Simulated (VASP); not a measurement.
Here is a VASP 6.6.1 calculation.

Contents of INCAR:

```
ALGO     = Normal         # electronic algorithm
EDIFF    = 1E-6           # SCF threshold, eV
ENCUT    = 520            # plane-wave cutoff, eV
GGA      = PE             # functional
ISIF     = 2              # what is computed and relaxed
ISMEAR   = -1             # smearing method
LASPH    = True           # aspherical terms in the spheres
LCHARG   = False          # write CHGCAR
LREAL    = False          # projectors in reciprocal space
LWAVE    = False          # write WAVECAR
NBANDS   = 14             # bands
NELM     = 80             # most SCF steps
PREC     = Accurate       # precision mode
SIGMA    = 0.03           # smearing width, eV
```

The input KPOINTS:

```
k-points
0
Gamma
  7 7 7
```

File POSCAR:

```
NaCl
1.0
    0.0000000000      2.8690141418      2.8690141418
    2.8690141418      0.0000000000      2.8690141418
    2.8690141418      2.8690141418      0.0000000000
Na Cl
1 1
Direct
    0.0000000000      0.0000000000      0.0000000000
    0.5000000000      0.5000000000      0.5000000000
```

Potentials or basis: VASP PAW PBE potentials, release 64 (Na_pv, Cl).

Command:

```sh
$ cat potpaw_PBE.64/Na_pv/POTCAR potpaw_PBE.64/Cl/POTCAR > POTCAR
$ mpirun -np 1 vasp_std > vasp.out
```

Q: Predict the band gap on the k mesh.

A: 4.91 eV, direct.

Q: Predict the pressure.

A: -0.5 GPa.
